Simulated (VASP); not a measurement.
# HfO2 (Fm-3m) in VASP: notebook, part 2 of 2

VASP 6.6.1. The steps go on from the part before.

**3. Vibrations by perturbation theory, PBEsol**

This run uses another cell than the first one, of 9.87 Å³/atom, 0.913 times its volume.

Input file INCAR:

```
ALGO = Normal
EDIFF = 1E-8
ENCUT = 520
GGA = PS
IBRION = 8
ISIF = 2
ISMEAR = 0
LASPH = T
LCHARG = F
LEPSILON = T
LREAL = F
LWAVE = F
NBANDS = 18
NELM = 100
NSW = 1
PREC = Accurate
SIGMA = 0.01
```

Input file KPOINTS:

```
k-points
0
Gamma
  8 8 8
```

Input file POSCAR:

```
HfO2
1.0
    0.0000000000      2.4556082625      2.4556082625
    2.4556082625      0.0000000000      2.4556082625
    2.4556082625      2.4556082625      0.0000000000
Hf O
1 2
Direct
    0.0000000000      0.0000000000      0.0000000000
    0.2500000000      0.2500000000      0.2500000000
    0.7500000000      0.7500000000      0.7500000000
```

Potentials or basis: VASP PAW PBE potentials, release 64 (Hf_pv, O).

Command:

```console
$ cat potpaw_PBE.64/Hf_pv/POTCAR potpaw_PBE.64/O/POTCAR > POTCAR
$ mpirun -np 1 vasp_std > vasp.out
```

OUTCAR:

```text
EDIFF = 1E-8
   ENCUT = 520
   GGA = PS
   IBRION = 8
   ISIF = 2
   ISMEAR = 0
   LASPH = T
   LEPSILON = T
   LREAL = F
   NELM = 100
   NSW = 1
   PREC = Accurate

 ion  position               nearest neighbor table
   1  0.000  0.000  0.000-   3 2.13   3 2.13   3 2.13   2 2.13   3 2.13   2 2.13   2 2.13   2 2.13

   2  0.250  0.250  0.250-   1 2.13   1 2.13   1 2.13   1 2.13
   3  0.750  0.750  0.750-   1 2.13   1 2.13   1 2.13   1 2.13

  LATTYP: Found a face centered cubic cell.
 ALAT       =     4.9112165250

  Lattice vectors:

 A1 = (   0.0000000000,   2.4556082625,   2.4556082625)
 A2 = (   2.4556082625,   0.0000000000,   2.4556082625)
 A3 = (   2.4556082625,   2.4556082625,   0.0000000000)

Analysis of symmetry for initial positions (statically):
=====================================================================
 Subroutine PRICEL returns:
 Original cell was already a primitive cell.

 Routine SETGRP: Setting up the symmetry group for a
 face centered cubic supercell.

 Subroutine GETGRP returns: Found 48 space group operations
 (whereof 48 operations were pure point group operations)
 out of a pool of 48 trial point group operations.

The static configuration has the point symmetry O_h .

Analysis of symmetry for dynamics (positions and initial velocities):
=====================================================================
 Subroutine PRICEL returns:
 Original cell was already a primitive cell.

 Routine SETGRP: Setting up the symmetry group for a
[... 777 lines left out ...]
 ion    1
    1     5.55688     0.00000     0.00000
    2     0.00000     5.55688     0.00000
    3     0.00000     0.00000     5.55688
 ion    2
    1    -2.77844     0.00000     0.00000
    2     0.00000    -2.77844     0.00000
    3     0.00000     0.00000    -2.77844
 ion    3
    1    -2.77844     0.00000     0.00000
    2     0.00000    -2.77844     0.00000
    3     0.00000     0.00000    -2.77844

 INTERNAL STRAIN TENSOR FOR ION    3 for displacements in x,y,z  (eV/Angst):
          X           Y           Z          XY          YZ          ZX
  --------------------------------------------------------------------------------
  x     0.00000     0.00000     0.00000     0.00000    12.27647     0.00000
  y     0.00000    -0.00000     0.00000     0.00000     0.00000    12.27647
  z     0.00000     0.00000     0.00000    12.27647     0.00000     0.00000

 SECOND DERIVATIVES (NOT SYMMETRIZED)
 ------------------------------------
               1X          1Y          1Z          2X          2Y          2Z          3X          3Y          3Z
  1X    -9.957506    0.000000    0.000000    4.978753    0.000000    0.000000    4.978753    0.000000    0.000000
  1Y     0.000000   -9.957506    0.000000    0.000000    4.978753    0.000000    0.000000    4.978753    0.000000
  1Z     0.000000    0.000000   -9.957506    0.000000    0.000000    4.978753    0.000000    0.000000    4.978753
  2X     4.989131    0.000000    0.000000  -15.004465    0.000000    0.000000   10.015334    0.000000    0.000000
  2Y     0.000000    4.989131    0.000000    0.000000  -15.004465    0.000000    0.000000   10.015334    0.000000
  2Z     0.000000    0.000000    4.989131    0.000000    0.000000  -15.004465    0.000000    0.000000   10.015334
  3X     4.989131    0.000000    0.000000   10.015334    0.000000    0.000000  -15.004465    0.000000    0.000000
  3Y     0.000000    4.989131    0.000000    0.000000   10.015334    0.000000    0.000000  -15.004465    0.000000
  3Z     0.000000    0.000000    4.989131    0.000000    0.000000   10.015334    0.000000    0.000000  -15.004465

 Eigenvectors and eigenvalues of the dynamical matrix
 ----------------------------------------------------

   1 f  =   19.549365 THz   122.832281 2PiTHz  652.096613 cm-1    80.849639 meV
             X         Y         Z           dx          dy          dz
      0.000000  0.000000  0.000000     0.000000   -0.000000   -0.000000
      1.227804  1.227804  1.227804     0.707071   -0.007080   -0.000000
      3.683412  3.683412  3.683412    -0.707071    0.007080   -0.000000
[... 43 lines left out ...]
   9 f/i=    0.003541 THz     0.022247 2PiTHz    0.118108 cm-1     0.014643 meV
             X         Y         Z           dx          dy          dz
      0.000000  0.000000  0.000000    -0.880558    0.269796   -0.008303
      1.227804  1.227804  1.227804    -0.263366    0.080693   -0.002483
      3.683412  3.683412  3.683412    -0.263366    0.080693   -0.002483

--------------------------------------------------------------------------------------------------------

 MACROSCOPIC STATIC DIELECTRIC TENSOR IONIC CONTRIBUTION
 ------------------------------------------------------
          18.935121     0.000000    -0.000000
           0.000000    18.935121     0.000000
          -0.000000     0.000000    18.935121
 ------------------------------------------------------

 ELASTIC MODULI CONTR FROM IONIC RELAXATION (kBar)
 Direction    XX          YY          ZZ          XY          YZ          ZX
 --------------------------------------------------------------------------------
 XX          -0.0000     -0.0000     -0.0000     -0.0000     -0.0000     -0.0000
 YY          -0.0000     -0.0000     -0.0000     -0.0000     -0.0000      0.0000
 ZZ          -0.0000     -0.0000     -0.0000     -0.0000     -0.0000     -0.0000
 XY          -0.0000     -0.0000     -0.0000   -651.7730      0.0000      0.0000
 YZ          -0.0000     -0.0000     -0.0000      0.0000   -651.7730     -0.0000
 ZX          -0.0000      0.0000     -0.0000      0.0000     -0.0000   -651.7730
 --------------------------------------------------------------------------------

 PIEZOELECTRIC TENSOR IONIC CONTR  for field in x, y, z        (C/m^2)
          XX          YY          ZZ          XY          YZ          ZX
  --------------------------------------------------------------------------------
  x     0.00000    -0.00000     0.00000    -0.00000     0.00000     0.00000
  y    -0.00000    -0.00000     0.00000     0.00000    -0.00000     0.00000
  z    -0.00000    -0.00000    -0.00000    -0.00000    -0.00000     0.00000
```

OSZICAR:

```text
N       E                     dE             d eps       ncg     rms          rms(c)
DAV:   1     0.914536179141E+02    0.91454E+02   -0.12666E+04  1044   0.122E+03
DAV:   2    -0.325961119606E+02   -0.12405E+03   -0.11951E+03  1302   0.289E+02
DAV:   3    -0.366263097538E+02   -0.40302E+01   -0.40136E+01  1212   0.463E+01
[... 167 lines left out ...]
RMM:   8    -0.366370559553E+00   -0.77546E-05   -0.10514E-08  6046   0.742E-04    0.341E-04
RMM:   9    -0.366371038318E+00   -0.47876E-06    0.34578E-10  6075   0.156E-04    0.108E-04
RMM:  10    -0.366370552639E+00    0.48568E-06    0.10805E-09  6460   0.636E-05    0.344E-05
RMM:  11    -0.366370562990E+00   -0.10351E-07   -0.32240E-09  6546   0.258E-05    0.138E-05
RMM:  12    -0.366370590831E+00   -0.27841E-07   -0.20520E-08  6191   0.232E-05    0.441E-06
RMM:  13    -0.366370592873E+00   -0.20424E-08    0.60008E-09  5734   0.210E-05    0.287E-06
 Linear response finished
```

Wall time 4.2 min (1 thread of Intel Xeon 6975P-C (Granite Rapids), shared host); peak memory 0.26 GiB.

Results:

* Electronic dielectric tensor (diagonal): 5.29
* Born charges (mean of the diagonal): Hf +5.56; O -2.78 e
* Highest phonon frequency at Γ, LO-TO splitting left out: 652 cm⁻¹

Phonon frequencies in cm⁻¹ (negative: imaginary):
```tsv
q point	frequencies
(0.000, 0.000, 0.000)	0 0 0 316 316 316 652 652 652
```

Electronic dielectric tensor:
```
5.29 0.00 0.00
0.00 5.29 0.00
0.00 0.00 5.29
```

Born effective charge tensors (e):
atom 1, Hf
```
5.56 0.00 0.00
0.00 5.56 0.00
0.00 0.00 5.56
```
atom 2, O
```
-2.78  0.00  0.00
 0.00 -2.78  0.00
 0.00  0.00 -2.78
```
atom 3, O
```
-2.78  0.00  0.00
 0.00 -2.78  0.00
 0.00  0.00 -2.78
```

Caveat: the cell wasn't relaxed at this level first, which shifts response properties; the PAW data sets were made with another functional, which shifts forces and pressure a little; spin-orbit coupling is left out, which moves the levels of the heavy elements.

**4. Vibrations by perturbation theory, PBEsol**

This run uses another cell than the first one, of 10.65 Å³/atom, 0.985 times its volume.

Input file INCAR:

```
ALGO = Normal ; EDIFF = 1E-8
ENCUT = 520 ; GGA = PS
IBRION = 8 ; ISIF = 2
ISMEAR = 0 ; LASPH = True
LCHARG = False ; LEPSILON = True
LREAL = False ; LWAVE = False
NELM = 100 ; NSW = 1
PREC = Accurate ; SIGMA = 0.01
```

KPOINTS is that of step 3.

Input file POSCAR:

```
HfO2
1.0
    0.0000000000      2.5187434080      2.5187434080
    2.5187434080      0.0000000000      2.5187434080
    2.5187434080      2.5187434080      0.0000000000
Hf O
1 2
Direct
    0.0000000000      0.0000000000      0.0000000000
    0.2500000000      0.2500000000      0.2500000000
    0.7500000000      0.7500000000      0.7500000000
```

Potentials or basis: VASP PAW PBE potentials, release 64 (Hf_pv, O).

Command:

```console
$ cat potpaw_PBE.64/Hf_pv/POTCAR potpaw_PBE.64/O/POTCAR > POTCAR
$ mpirun -np 1 vasp_std > vasp.out
```

OUTCAR:

```text
EDIFF = 1E-8
   ENCUT = 520
   GGA = PS
   IBRION = 8
   ISIF = 2
   ISMEAR = 0
   LASPH = True
   LEPSILON = True
   LREAL = False
   NELM = 100
   NSW = 1
   PREC = Accurate

 ion  position               nearest neighbor table
   1  0.000  0.000  0.000-   3 2.18   3 2.18   3 2.18   2 2.18   2 2.18   2 2.18   3 2.18   2 2.18

   2  0.250  0.250  0.250-   1 2.18   1 2.18   1 2.18   1 2.18
   3  0.750  0.750  0.750-   1 2.18   1 2.18   1 2.18   1 2.18

  LATTYP: Found a face centered cubic cell.
 ALAT       =     5.0374868160

  Lattice vectors:

 A1 = (   0.0000000000,   2.5187434080,   2.5187434080)
 A2 = (   2.5187434080,   0.0000000000,   2.5187434080)
 A3 = (   2.5187434080,   2.5187434080,   0.0000000000)

Analysis of symmetry for initial positions (statically):
=====================================================================
 Subroutine PRICEL returns:
 Original cell was already a primitive cell.

 Routine SETGRP: Setting up the symmetry group for a
 face centered cubic supercell.

 Subroutine GETGRP returns: Found 48 space group operations
 (whereof 48 operations were pure point group operations)
 out of a pool of 48 trial point group operations.

The static configuration has the point symmetry O_h .

Analysis of symmetry for dynamics (positions and initial velocities):
=====================================================================
 Subroutine PRICEL returns:
 Original cell was already a primitive cell.

 Routine SETGRP: Setting up the symmetry group for a
 face centered cubic supercell.

 Subroutine GETGRP returns: Found 48 space group operations
 (whereof 48 operations were pure point group operations)
 out of a pool of 48 trial point group operations.

The dynamic configuration has the point symmetry O_h .

 Subroutine INISYM returns: Found 48 space group operations
 (whereof 48 operations are pure point group operations),
 and found     1 'primitive' translations

----------------------------------------------------------------------------------------

                                     Primitive cell

  volume of cell :      31.9582

  direct lattice vectors                    reciprocal lattice vectors
     0.000000000  2.518743408  2.518743408    -0.198511686  0.198511686  0.198511686
     2.518743408  0.000000000  2.518743408     0.198511686 -0.198511686  0.198511686
     2.518743408  2.518743408  0.000000000     0.198511686  0.198511686 -0.198511686

  length of vectors
     3.562041088  3.562041088  3.562041088     0.343832326  0.343832326  0.343832326

  position of ions in fractional coordinates (direct lattice)
     0.000000000  0.000000000  0.000000000
     0.250000000  0.250000000  0.250000000
     0.750000000  0.750000000  0.750000000

[... 639 lines left out ...]
  free energy    TOTEN  =        -0.36577324 eV

  energy without entropy =       -0.36577324

------------------------ aborting loop because EDIFF is reached ----------------------------------------

 INTERNAL STRAIN TENSOR  FOR ION    2  DIRECTION 1   (eV/Angst):
 -----------------------------------------------------------------------------
    -0.00109  0.00000  0.00000
     0.00000  0.00070 -7.49969
     0.00000 -7.49969  0.00070

 MACROSCOPIC STATIC DIELECTRIC TENSOR (including local field effects in DFT)
 ------------------------------------------------------
           5.320804    -0.000000    -0.000000
           0.000000     5.320804     0.000000
          -0.000000     0.000000     5.320804
 ------------------------------------------------------

 PIEZOELECTRIC TENSOR (including local field effects)  for field in x, y, z        (e  Angst)
          XX          YY          ZZ          XY          YZ          ZX
  --------------------------------------------------------------------------------
  x     0.00000     0.00000     0.00000     0.00000     0.00000     0.00000
  y     0.00000     0.00000     0.00000     0.00000     0.00000     0.00000
  z     0.00000     0.00000     0.00000     0.00000     0.00000     0.00000

 PIEZOELECTRIC TENSOR (including local field effects)  for field in x, y, z        (C/m^2)
          XX          YY          ZZ          XY          YZ          ZX
  --------------------------------------------------------------------------------
  x     0.00000     0.00000     0.00000     0.00000     0.00000     0.00000
  y     0.00000     0.00000     0.00000     0.00000     0.00000     0.00000
  z     0.00000     0.00000     0.00000     0.00000     0.00000     0.00000

 BORN EFFECTIVE CHARGES (including local field effects) (in |e|, cummulative output)
 ---------------------------------------------------------------------------------
 ion    1
    1     5.52473     0.00000     0.00000
    2     0.00000     5.52473     0.00000
    3     0.00000     0.00000     5.52473
 ion    2
    1    -2.76236     0.00000     0.00000
    2     0.00000    -2.76236     0.00000
    3     0.00000     0.00000    -2.76236
 ion    3
    1    -2.76236     0.00000     0.00000
    2     0.00000    -2.76236     0.00000
    3     0.00000     0.00000    -2.76236

 INTERNAL STRAIN TENSOR FOR ION    3 for displacements in x,y,z  (eV/Angst):
          X           Y           Z          XY          YZ          ZX
  --------------------------------------------------------------------------------
  x    -0.00000     0.00000     0.00000     0.00000     7.49969     0.00000
  y    -0.00000     0.00000    -0.00000     0.00000     0.00000     7.49969
  z     0.00000     0.00000     0.00000     7.49969     0.00000     0.00000

 SECOND DERIVATIVES (NOT SYMMETRIZED)
 ------------------------------------
               1X          1Y          1Z          2X          2Y          2Z          3X          3Y          3Z
  1X    -5.593016    0.000000    0.000000    2.796508    0.000000    0.000000    2.796508    0.000000    0.000000
  1Y     0.000000   -5.593016    0.000000    0.000000    2.796508    0.000000    0.000000    2.796508    0.000000
  1Z     0.000000    0.000000   -5.593016    0.000000    0.000000    2.796508    0.000000    0.000000    2.796508
  2X     2.783710    0.000000    0.000000  -11.293454    0.000000    0.000000    8.509744    0.000000    0.000000
  2Y     0.000000    2.783710    0.000000    0.000000  -11.293454    0.000000    0.000000    8.509744    0.000000
  2Z     0.000000    0.000000    2.783710    0.000000    0.000000  -11.293454    0.000000    0.000000    8.509744
  3X     2.783710    0.000000    0.000000    8.509744    0.000000    0.000000  -11.293454    0.000000    0.000000
  3Y     0.000000    2.783710    0.000000    0.000000    8.509744    0.000000    0.000000  -11.293454    0.000000
  3Z     0.000000    0.000000    2.783710    0.000000    0.000000    8.509744    0.000000    0.000000  -11.293454

 Eigenvectors and eigenvalues of the dynamical matrix
 ----------------------------------------------------

   1 f  =   17.392355 THz   109.279392 2PiTHz  580.146531 cm-1    71.928970 meV
             X         Y         Z           dx          dy          dz
      0.000000  0.000000  0.000000     0.000000    0.000000    0.000000
      1.259372  1.259372  1.259372    -0.706806    0.020632    0.000000
      3.778115  3.778115  3.778115     0.706806   -0.020632    0.000000
[... 43 lines left out ...]
   9 f/i=    0.005842 THz     0.036708 2PiTHz    0.194879 cm-1     0.024162 meV
             X         Y         Z           dx          dy          dz
      0.000000  0.000000  0.000000     0.556894    0.732813    0.015366
      1.259372  1.259372  1.259372     0.167118    0.219909    0.004611
      3.778115  3.778115  3.778115     0.167118    0.219909    0.004611

--------------------------------------------------------------------------------------------------------

 MACROSCOPIC STATIC DIELECTRIC TENSOR IONIC CONTRIBUTION
 ------------------------------------------------------
          30.947248     0.000000    -0.000000
           0.000000    30.947248     0.000000
          -0.000000     0.000000    30.947248
 ------------------------------------------------------

 ELASTIC MODULI CONTR FROM IONIC RELAXATION (kBar)
 Direction    XX          YY          ZZ          XY          YZ          ZX
 --------------------------------------------------------------------------------
 XX          -0.0000      0.0000      0.0000     -0.0000      0.0000      0.0000
 YY           0.0000     -0.0000     -0.0000     -0.0000     -0.0000     -0.0000
 ZZ           0.0000     -0.0000     -0.0000     -0.0000     -0.0000      0.0000
 XY          -0.0000     -0.0000     -0.0000   -284.7806     -0.0000      0.0000
 YZ           0.0000     -0.0000     -0.0000     -0.0000   -284.7806      0.0000
 ZX           0.0000     -0.0000      0.0000      0.0000      0.0000   -284.7806
 --------------------------------------------------------------------------------

 PIEZOELECTRIC TENSOR IONIC CONTR  for field in x, y, z        (C/m^2)
          XX          YY          ZZ          XY          YZ          ZX
  --------------------------------------------------------------------------------
  x    -0.00000     0.00000     0.00000    -0.00000     0.00000     0.00000
  y    -0.00000     0.00000    -0.00000    -0.00000     0.00000     0.00000
  z    -0.00000     0.00000     0.00000    -0.00000     0.00000     0.00000
```

Run time: 2.9 min. Hardware: 1 thread of Intel Xeon 6975P-C (Granite Rapids), shared host; peak memory 0.29 GiB.

Results:

- Electronic dielectric tensor (diagonal): 5.32
- Born charges (mean of the diagonal): Hf +5.52; O -2.76 e
- Highest phonon frequency at Γ, LO-TO splitting left out: 580 cm⁻¹

Phonon frequencies in cm⁻¹ (negative: imaginary):
```
              q point                    frequencies
(0.000, 0.000, 0.000)  0 0 0 236 236 236 580 580 580
```

Electronic dielectric tensor:
```
5.32 0.00 0.00
0.00 5.32 0.00
0.00 0.00 5.32
```

Born effective charge tensors (e):
atom 1, Hf
```
5.52 0.00 0.00
0.00 5.52 0.00
0.00 0.00 5.52
```
atom 2, O
```
-2.76  0.00  0.00
 0.00 -2.76  0.00
 0.00  0.00 -2.76
```
atom 3, O
```
-2.76  0.00  0.00
 0.00 -2.76  0.00
 0.00  0.00 -2.76
```

Caveat: the cell wasn't relaxed at this level first, which shifts response properties; the PAW data sets were made with another functional, which shifts forces and pressure a little; spin-orbit coupling is left out, which moves the levels of the heavy elements.
